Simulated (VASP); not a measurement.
# ZnO (CsCl type) (Pm-3m) in VASP: further runs

ZnO (CsCl type) is run at these levels: PBE; tasks: single point, relaxation of cell and atoms.

Program: VASP 6.6.1. These are calculated values, not measurements. Logs are shortened: lines on timing, memory, paths and dates and some standing lists are left out, and cuts for length are marked.

## 1. The cell of the first run

The structure is cubic, space group Pm-3m (No. 221). Conventional cell: a = 2.385 Å, b = 2.385 Å, c = 2.385 Å, α = 90.00°, β = 90.00°, γ = 90.00°. Zn (site symmetry m-3m) has 8 O at 2.07 Å and 6 Zn at 2.38 Å within 2.7 Å. O (site symmetry m-3m) has 8 Zn at 2.07 Å and 6 O at 2.38 Å within 2.7 Å.

## 2. Single point, PBE

File INCAR:

```
PREC = Accurate
ENCUT = 520
EDIFF = 1E-6
ISMEAR = -1
SIGMA = 0.1
LREAL = False
LASPH = True
NELM = 60
ALGO = Normal
ISIF = 2
LWAVE = False
LCHARG = True
GGA = PE
LELF = True
LVHAR = True
NBANDS = 16
```

File KPOINTS:

```
regular mesh
0
Gamma
  16 16 16
```

File POSCAR:

```
ZnO
1.0
    2.3848008007      0.0000000000      0.0000000000
    0.0000000000      2.3848008007      0.0000000000
    0.0000000000      0.0000000000      2.3848008007
Zn O
1 1
Direct
    0.0000000000      0.0000000000      0.0000000000
    0.5000000000      0.5000000000      0.5000000000
```

Potentials or basis: VASP PAW PBE potentials, release 64 (Zn, O).

Launch:

```console
cat potpaw_PBE.64/Zn/POTCAR potpaw_PBE.64/O/POTCAR > POTCAR
mpirun -np 1 vasp_std > vasp.out
```

OUTCAR:

```text
PREC = Accurate
   ENCUT = 520
   EDIFF = 1E-6
   ISMEAR = -1
   LREAL = False
   LASPH = True
   NELM = 60
   ISIF = 2
   GGA = PE

 ion  position               nearest neighbor table
   1  0.000  0.000  0.000-   2 2.07   2 2.07   2 2.07   2 2.07   2 2.07   2 2.07   2 2.07   2 2.07

   2  0.500  0.500  0.500-   1 2.07   1 2.07   1 2.07   1 2.07   1 2.07   1 2.07   1 2.07   1 2.07

  LATTYP: Found a simple cubic cell.
 ALAT       =     2.3848008007

  Lattice vectors:

 A1 = (   2.3848008007,   0.0000000000,   0.0000000000)
 A2 = (   0.0000000000,   2.3848008007,   0.0000000000)
 A3 = (   0.0000000000,   0.0000000000,   2.3848008007)

Analysis of symmetry for initial positions (statically):
=====================================================================
 Subroutine PRICEL returns:
 Original cell was already a primitive cell.

 Routine SETGRP: Setting up the symmetry group for a
 simple cubic supercell.

 Subroutine GETGRP returns: Found 48 space group operations
 (whereof 48 operations were pure point group operations)
 out of a pool of 48 trial point group operations.

The static configuration has the point symmetry O_h .

Analysis of symmetry for dynamics (positions and initial velocities):
=====================================================================
 Subroutine PRICEL returns:
 Original cell was already a primitive cell.

 Routine SETGRP: Setting up the symmetry group for a
 simple cubic supercell.

 Subroutine GETGRP returns: Found 48 space group operations
 (whereof 48 operations were pure point group operations)
 out of a pool of 48 trial point group operations.

The dynamic configuration has the point symmetry O_h .

 Subroutine INISYM returns: Found 48 space group operations
 (whereof 48 operations are pure point group operations),
 and found     1 'primitive' translations

----------------------------------------------------------------------------------------

                                     Primitive cell

  volume of cell :      13.5630

  direct lattice vectors                    reciprocal lattice vectors
     2.384800801  0.000000000  0.000000000     0.419322234  0.000000000  0.000000000
     0.000000000  2.384800801  0.000000000     0.000000000  0.419322234  0.000000000
     0.000000000  0.000000000  2.384800801     0.000000000  0.000000000  0.419322234

  length of vectors
     2.384800801  2.384800801  2.384800801     0.419322234  0.419322234  0.419322234

  position of ions in fractional coordinates (direct lattice)
     0.000000000  0.000000000  0.000000000
     0.500000000  0.500000000  0.500000000

  ion indices of the primitive-cell ions
   primitive index   ion index
                 1           1
                 2           2

----------------------------------------------------------------------------------------

 KPOINTS: regular mesh

Automatic generation of k-mesh.
 Grid dimensions read from file:
 generate k-points for:   16   16   16

 Generating k-lattice:

  Cartesian coordinates                     Fractional coordinates (reciprocal lattice)
     0.026207640  0.000000000  0.000000000     0.062500000  0.000000000  0.000000000
     0.000000000  0.026207640  0.000000000     0.000000000  0.062500000  0.000000000
     0.000000000  0.000000000  0.026207640     0.000000000  0.000000000  0.062500000

  Length of vectors
     0.026207640  0.026207640  0.026207640

  Shift w.r.t. Gamma in fractional coordinates (k-lattice)
     0.000000000  0.000000000  0.000000000

 Subroutine IBZKPT returns following result:
 ===========================================

 Found    165 irreducible k-points:

 Following reciprocal coordinates:
            Coordinates               Weight
  0.000000  0.000000  0.000000      1.000000
  0.062500  0.000000  0.000000      6.000000
  0.125000  0.000000  0.000000      6.000000
  0.187500  0.000000  0.000000      6.000000
  0.250000  0.000000  0.000000      6.000000
  0.312500  0.000000  0.000000      6.000000
[... 16 lines left out ...]
  0.437500  0.125000  0.000000     24.000000
  0.500000  0.125000  0.000000     12.000000
 [... further k-points ...]
   k-points           NKPTS =    165   k-points in BZ     NKDIM =    165   number of bands    NBANDS=     16
   number of dos      NEDOS =    301   number of ions     NIONS =      2
   total plane-waves  NPLWV =   5832
   dimension x,y,z NGX =    18 NGY =   18 NGZ =   18
   dimension x,y,z NGXF=    36 NGYF=   36 NGZF=   36
   ions per type =               1   1
   NGX,Y,Z   is equivalent  to a cutoff of  12.55, 12.55, 12.55 a.u.
   NGXF,Y,Z  is equivalent  to a cutoff of  25.10, 25.10, 25.10 a.u.
 SYSTEM =  unknown system
   PREC   = accura    normal or accurate (medium, high low for compatibility)
   ISTART =      0    job   : 0-new  1-cont  2-samecut
   ICHARG =      2    charge: 1-file 2-atom 10-const
   ISPIN  =      1    spin polarized calculation?
   LNONCOLLINEAR =      F non collinear calculations
   LSORBIT =      F    spin-orbit coupling
   LASPH  =      T    aspherical Exc in radial PAW
   ENCUT  =  520.0 eV  38.22 Ry    6.18 a.u.   4.43  4.43  4.43*2*pi/ulx,y,z
   NELM   =     60;   NELMIN=  2; NELMDL= -5     # of ELM steps
   EDIFF  = 0.1E-05   stopping-criterion for ELM
   LREAL  =      F    real-space projection
   EDIFFG = 0.1E-04   stopping-criterion for IOM
   NSW    =      0    number of steps for IOM
   IBRION =     -1    ionic relax: 0-MD 1-quasi-New 2-CG
   NFREE  =      0    steps in history (QN), initial steepest desc. (CG)
   ISIF   =      2    stress and relaxation
   ISYM   =      2    0-nonsym 1-usesym 2-fastsym
   POTIM  = 0.5000    time-step for ionic-motion
   TEBEG  =    0.0;   TEEND  =   0.0 temperature during run
   PSTRESS=    0.0 pullay stress
   NELECT =      18.0000    total number of electrons
   NUPDOWN=      -1.0000    fix difference up-down
   EMIN   =  10.00;   EMAX   =-10.00  energy-range for DOS
   EFERMI =   0.00;   METHOD = LEGACY
   ISMEAR =    -1;   SIGMA  =   0.10  broadening in eV -4-tet -1-fermi 0-gaus
   EFERMI_NEDOS =   21; number of points for ismear=-14 and -15
   IALGO  =     38    algorithm
   IMIX   =      4    mixing-type and parameters
     AMIX     =   0.40;   BMIX     =  1.00
     AMIX_MAG =   1.60;   BMIX_MAG =  1.00
  volume/ion in A,a.u.               =       6.78        45.76
  Fermi-wavevector in a.u.,A,eV,Ry     =   1.799065  3.399740 44.037098  3.236635
  Thomas-Fermi vector in A             =   2.860074
   LORBIT       =      0    0 simple, 1 ext, 2 COOP (PROOUT), +10 PAW based schemes
   GGA     = PE    functional components
   LHFCALC =     F    Hartree Fock is set to
   AEXX    =    0.0000 exact exchange contribution
   IVDW    =     0    specifies the selected vdW correction
   LEPSILON=     F    determine dielectric tensor
   LRPA    =     F    only Hartree local field effects (RPA)
 non-spin polarized calculation
  energy-cutoff  :      520.00
  volume of cell :       13.56
 maximum number of plane-waves:       384
 NGX is ok and might be reduce to    18
   NGX =  9   NGY =  9   NGZ =  9

 number of electron      18.0000028 magnetization

 Free energy of the ion-electron system (eV)
  ---------------------------------------------------
  ext. energy  EPLUGINS =         0.00000000
  ---------------------------------------------------
  free energy    TOTEN  =        -5.70971420 eV

  energy without entropy =       -5.70971223  energy(sigma->0) =       -5.70971322

 E-fermi :   8.3786     XC(G=0): -14.6840

 val. band max:        7.3283006274   @ k =   0.5000   0.0000   0.0000
 cond. band min:       9.0166049122   @ k =   0.0000   0.0000   0.0000
 fundamental gap:      1.6883042848
 Fermi energy:         8.3786199937

 k-point     1 :       0.0000    0.0000    0.0000
  band No.  band energies     occupation
      1     -14.9743      2.00000
      2      -0.5825      2.00000
      3      -0.5825      2.00000
      4       1.6197      2.00000
      5       1.6197      2.00000
      6       1.6197      2.00000
[... 8 lines left out ...]
     15      30.1830      0.00000
     16      44.6601      0.00000

 k-point     2 :       0.0625    0.0000    0.0000
  band No.  band energies     occupation
      1     -14.9064      2.00000
      2      -0.5882      2.00000
      3      -0.5704      2.00000
      4       1.5387      2.00000
      5       1.5387      2.00000
      6       1.6226      2.00000
[... 8 lines left out ...]
     15      30.3640      0.00000
     16      42.7776      0.00000

 k-point     3 :       0.1250    0.0000    0.0000
  band No.  band energies     occupation
      1     -14.7060      2.00000
      2      -0.6524      2.00000
      3      -0.5357      2.00000
      4       1.3298      2.00000
      5       1.3298      2.00000
      6       1.6308      2.00000
[... 8 lines left out ...]
     15      30.9931      0.00000
     16      40.2275      0.00000

 k-point     4 :       0.1875    0.0000    0.0000
  band No.  band energies     occupation
      1     -14.3858      2.00000
      2      -0.9257      2.00000
      3      -0.4835      2.00000
      4       1.0602      2.00000
      5       1.0602      2.00000
      6       1.6431      2.00000
[... 8 lines left out ...]
     15      32.1882      0.00000
     16      37.8499      0.00000

 k-point     5 :       0.2500    0.0000    0.0000
  band No.  band energies     occupation
      1     -13.9691      2.00000
      2      -1.5614      2.00000
      3      -0.4214      2.00000
      4       0.7862      2.00000
      5       0.7862      2.00000
      6       1.6575      2.00000
[... 8 lines left out ...]
     15      33.9425      0.00000
     16      35.7227      0.00000

 k-point     6 :       0.3125    0.0000    0.0000
  band No.  band energies     occupation
      1     -13.4968      2.00000
      2      -2.4544      2.00000
      3      -0.3587      2.00000
      4       0.5448      2.00000
      5       0.5448      2.00000
      6       1.6721      2.00000
[... 8 lines left out ...]
     15      33.8870      0.00000
     16      36.1262      0.00000

 k-point     7 :       0.3750    0.0000    0.0000
  band No.  band energies     occupation
      1     -13.0358      2.00000
      2      -3.3353      2.00000
      3      -0.3051      2.00000
      4       0.3588      2.00000
      5       0.3588      2.00000
      6       1.6844      2.00000
[... 8 lines left out ...]
     15      32.4010      0.00000
     16      38.5488      0.00000

 k-point     8 :       0.4375    0.0000    0.0000
  band No.  band energies     occupation
      1     -12.6836      2.00000
      2      -3.9765      2.00000
      3      -0.2691      2.00000
      4       0.2421      2.00000
      5       0.2421      2.00000
      6       1.6926      2.00000
[... 8 lines left out ...]
     15      31.3774      0.00000
     16      40.8926      0.00000

 k-point     9 :       0.5000    0.0000    0.0000
  band No.  band energies     occupation
      1     -12.5488      2.00000
      2      -4.2127      2.00000
      3      -0.2564      2.00000
      4       0.2024      2.00000
      5       0.2024      2.00000
      6       1.6955      2.00000
[... 8 lines left out ...]
     15      30.9983      0.00000
     16      41.6831      0.00000
[... 172 lines left out ...]
 k-point    19 :       0.1875    0.1250    0.0000
  band No.  band energies     occupation
      1     -14.1385      2.00000
      2      -0.8128      2.00000
      3      -0.4979      2.00000
      4       0.6958      2.00000
      5       1.0389      2.00000
      6       1.5195      2.00000
[... 8 lines left out ...]
     15      33.3359      0.00000
     16      37.1741      0.00000

 k-point    20 :       0.2500    0.1250    0.0000
  band No.  band energies     occupation
      1     -13.7389      2.00000
      2      -1.4025      2.00000
      3      -0.4143      2.00000
      4       0.5472      2.00000
      5       0.8204      2.00000
      6       1.5323      2.00000
[... 8 lines left out ...]
     15      34.7876      0.00000
     16      36.3138      0.00000

 k-point    21 :       0.3125    0.1250    0.0000
  band No.  band energies     occupation
      1     -13.2886      2.00000
      2      -2.2296      2.00000
      3      -0.3282      2.00000
      4       0.4304      2.00000
      5       0.6150      2.00000
      6       1.5542      2.00000
[... 8 lines left out ...]
     15      35.0820      0.00000
     16      37.1785      0.00000

 k-point    22 :       0.3750    0.1250    0.0000
  band No.  band energies     occupation
      1     -12.8522      2.00000
      2      -3.0468      2.00000
      3      -0.2450      2.00000
      4       0.2948      2.00000
      5       0.4518      2.00000
      6       1.5753      2.00000
[... 8 lines left out ...]
     15      34.4431      0.00000
     16      39.2161      0.00000

 k-point    23 :       0.4375    0.1250    0.0000
  band No.  band energies     occupation
      1     -12.5216      2.00000
      2      -3.6427      2.00000
      3      -0.1724      2.00000
      4       0.1745      2.00000
      5       0.3478      2.00000
      6       1.5901      2.00000
[... 8 lines left out ...]
     15      33.9694      0.00000
     16      39.4794      0.00000

 k-point    24 :       0.5000    0.1250    0.0000
  band No.  band energies     occupation
      1     -12.3961      2.00000
      2      -3.8621      2.00000
      3      -0.1368      2.00000
      4       0.1208      2.00000
      5       0.3122      2.00000
      6       1.5954      2.00000
[... 8 lines left out ...]
     15      33.7980      0.00000
     16      39.5961      0.00000

 [... further k-points ...]

------------------------ aborting loop because EDIFF is reached ----------------------------------------

  FORCE on cell =-STRESS in cart. coord.  units (eV):
  Direction    XX          YY          ZZ          XY          YZ          ZX
  --------------------------------------------------------------------------------------
  -------------------------------------------------------------------------------------
  Total       11.3748183     11.3748183     11.3748183     -0.0000000     -0.0000000      0.0000000
  in kB     1343.6888874   1343.6888874   1343.6888874     -0.0000000     -0.0000000      0.0000000
  external PRESSURE =    1343.6888874 kB  Pullay stress =       0.0000000 kB

 VOLUME and BASIS-vectors are now :
 -----------------------------------------------------------------------------
  energy-cutoff  :      520.00
  volume of cell :       13.56
      direct lattice vectors                 reciprocal lattice vectors
     2.384800801  0.000000000  0.000000000     0.419322234  0.000000000  0.000000000
     0.000000000  2.384800801  0.000000000     0.000000000  0.419322234  0.000000000
     0.000000000  0.000000000  2.384800801     0.000000000  0.000000000  0.419322234

 POSITION                                       TOTAL-FORCE (eV/Angst)
 -----------------------------------------------------------------------------------
      0.00000      0.00000      0.00000         0.000000      0.000000      0.000000
      1.19240      1.19240      1.19240         0.000000      0.000000      0.000000
 -----------------------------------------------------------------------------------
    total drift:                                0.000000     -0.000000     -0.000000

  FREE ENERGIE OF THE ION-ELECTRON SYSTEM (eV)
  ---------------------------------------------------
  free  energy   TOTEN  =        -5.7097142009 eV

  energy  without entropy=       -5.7097122310  energy(sigma->0) =       -5.70971322
```

Wall time 25 s (1 thread of Intel Xeon 8259CL, shared host); peak memory 0.14 GiB.

What came out:

```
Free energy            : -5.7097 eV
Pressure               : 134.4 GPa
Band gap on the k mesh : 1.69 eV (least direct gap 4.03 eV)
```

Caveat: the cell stands under pressure. A k mesh can miss the band edges.

## 3. Single point, PBE

File INCAR:

```
SYSTEM = ZnO
PREC = Accurate
ENCUT = 520
EDIFF = 1E-6
ISMEAR = -1
SIGMA = 0.1
LREAL = .FALSE.
LASPH = .TRUE.
NELM = 60
ALGO = Normal
ISIF = 2
LWAVE = .FALSE.
LCHARG = .FALSE.
GGA = PE
NBANDS = 16
```

File KPOINTS:

```
Automatic mesh
0
G
  16 16 16
  0 0 0
```

File POSCAR:

```
ZnO
1.0
    2.3842559008      0.0000000000      0.0000000000
    0.0000000000      2.3842559008      0.0000000000
    0.0000000000      0.0000000000      2.3842559008
Zn O
1 1
Direct
    0.0000000000      0.0000000000      0.0000000000
    0.5000000000      0.5000000000      0.5000000000
```

Potentials or basis: VASP PAW PBE potentials, release 64 (Zn, O).

Launch:

```console
cat potpaw_PBE.64/Zn/POTCAR potpaw_PBE.64/O/POTCAR > POTCAR
mpirun -np 1 vasp_std > vasp.out
```

Run time: 34 s. Hardware: 1 thread of Intel Xeon 8259CL, shared host; peak memory 0.15 GiB.

Results (log left out):

```
Free energy            : -5.7019 eV
Pressure               : 134.8 GPa
Band gap on the k mesh : 1.69 eV (least direct gap 4.04 eV)
```

Levels at points of the mesh, in eV from the valence-band top:
| k point | band 5 | band 6 | band 7 | band 8 | band 9 | band 10 | band 11 | band 12 | band 13 | band 14 |
| --- | --- | --- | --- | --- | --- | --- | --- | --- | --- | --- |
| (0.00, 0.00, 0.00) | -5.71 | -5.71 | -2.34 | -2.34 | -2.34 | 1.69 | 15.88 | 15.88 | 22.87 | 22.87 |
| (0.50, 0.00, 0.00) | -7.13 | -5.63 | -4.72 | 0.00 | 0.00 | 7.32 | 9.84 | 18.17 | 18.94 | 18.94 |
| (0.50, 0.50, 0.00) | -6.29 | -6.29 | -5.69 | -5.20 | -0.72 | 3.96 | 13.19 | 13.19 | 19.20 | 27.17 |
| (0.50, 0.50, 0.50) | -5.17 | -5.17 | -1.36 | -1.36 | -1.36 | 5.67 | 5.67 | 5.67 | 14.67 | 26.32 |

Caveat: the cell stands under pressure.

## 4. Single point, PBE

This run uses another cell than the first one, of 9.72 Å³/atom.

File INCAR:

```
SYSTEM = ZnO
PREC     = Accurate       ! precision mode
ENCUT    = 520            ! plane-wave cutoff, eV
EDIFF    = 1E-6           ! SCF threshold, eV
ISMEAR   = -1             ! smearing method
SIGMA    = 0.1            ! smearing width, eV
LREAL    = .FALSE.        ! projectors in reciprocal space
LASPH    = .TRUE.         ! aspherical terms in the spheres
NELM     = 100            ! most SCF steps
ALGO     = Normal         ! electronic algorithm
ISIF     = 2              ! what is computed and relaxed
LWAVE    = .FALSE.        ! write WAVECAR
LCHARG   = .FALSE.        ! write CHGCAR
GGA      = PE             ! functional
NBANDS   = 16             ! bands
```

File KPOINTS:

```
regular mesh
0
G
  15 15 15
  0 0 0
```

File POSCAR:

```
ZnO
1.0
    2.6884692150      0.0000000000      0.0000000000
    0.0000000000      2.6884692150      0.0000000000
    0.0000000000      0.0000000000      2.6884692150
Zn O
1 1
Direct
    0.0000000000      0.0000000000      0.0000000000
    0.5000000000      0.5000000000      0.5000000000
```

Launch:

```console
cat potpaw_PBE.64/Zn/POTCAR potpaw_PBE.64/O/POTCAR > POTCAR
mpirun -np 1 vasp_std > vasp.out
```

Run time: 44 s. Hardware: 1 thread of Intel Xeon 8259CL, shared host; peak memory 0.15 GiB.

The run converged. Its results:

```
Free energy            : -7.4945 eV
Pressure               : 0.7 GPa
Band gap on the k mesh : zero (bands 9 and 10 overlap by 0.84 eV)
```

Levels at points of the mesh, in eV from the Fermi level:
```csv
k point,band 7,band 8,band 9,band 10,band 11,band 12
"(0.00, 0.00, 0.00)",-1.50,-1.50,-1.50,-1.17,13.82,13.82
```

[end of part 1 of 2]
